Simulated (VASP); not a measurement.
Input of a VASP 6.6.1 run:

File INCAR:

```
PREC = Accurate
ENCUT = 520
EDIFF = 1E-7
ISMEAR = 0
SIGMA = 0.05
LREAL = F
LASPH = T
NELM = 100
ALGO = Normal
ISIF = 2
LWAVE = F
LCHARG = F
LDIPOL = T
IDIPOL = 3
DIPOL = 0.5 0.5 0.490
GGA = PE
NBANDS = 68
```

Contents of KPOINTS:

```
Automatic mesh
0
Gamma
  6 6 1
```

File POSCAR:

```
PbF2
1.0
    4.2427419540      0.0000000000      0.0000000000
    0.0000000000      4.2427419540      0.0000000000
    0.0000000000      0.0000000000     25.5002506228
F Pb
8 4
Direct
    0.5000000000      0.0000000000      0.2816960174
    0.0000000000      0.5000000000      0.2816960174
    0.0000000000      0.5000000000      0.4081072814
    0.5000000000      0.0000000000      0.4081072814
    0.5000000000      0.0000000000      0.5430672527
    0.0000000000      0.5000000000      0.5430672527
    0.0000000000      0.5000000000      0.6791059884
    0.5000000000      0.0000000000      0.6791059884
    0.5000000000      0.5000000000      0.3128082781
    0.0000000000      0.0000000000      0.4470323818
    0.5000000000      0.5000000000      0.5820029775
    0.0000000000      0.0000000000      0.7165545721
```

Potentials or basis: VASP PAW PBE potentials, release 64 (F, Pb_d).

Launch:

```bash
$ cat potpaw_PBE.64/F/POTCAR potpaw_PBE.64/Pb_d/POTCAR > POTCAR
$ mpirun -np 1 vasp_std > vasp.out
```

Task: What does it give for the largest force?

Result: 0.035 eV/Å.

Task: Predict the band gap on the k mesh.

Result: Zero (bands 56 and 57 overlap by 0.64 eV).

Forces on the atoms (eV/Å):
```
F    0.000  0.000 -0.001
F    0.000  0.000 -0.001
F    0.000  0.000 -0.013
F    0.000  0.000 -0.013
F    0.000  0.000 -0.016
F    0.000  0.000 -0.016
F    0.000  0.000 -0.017
F    0.000  0.000 -0.017
Pb   0.000  0.000  0.002
Pb   0.000  0.000  0.026
Pb   0.000  0.000  0.035
Pb   0.000  0.000  0.030
```

Caveat: spin-orbit coupling is left out, which moves the levels of the heavy elements.
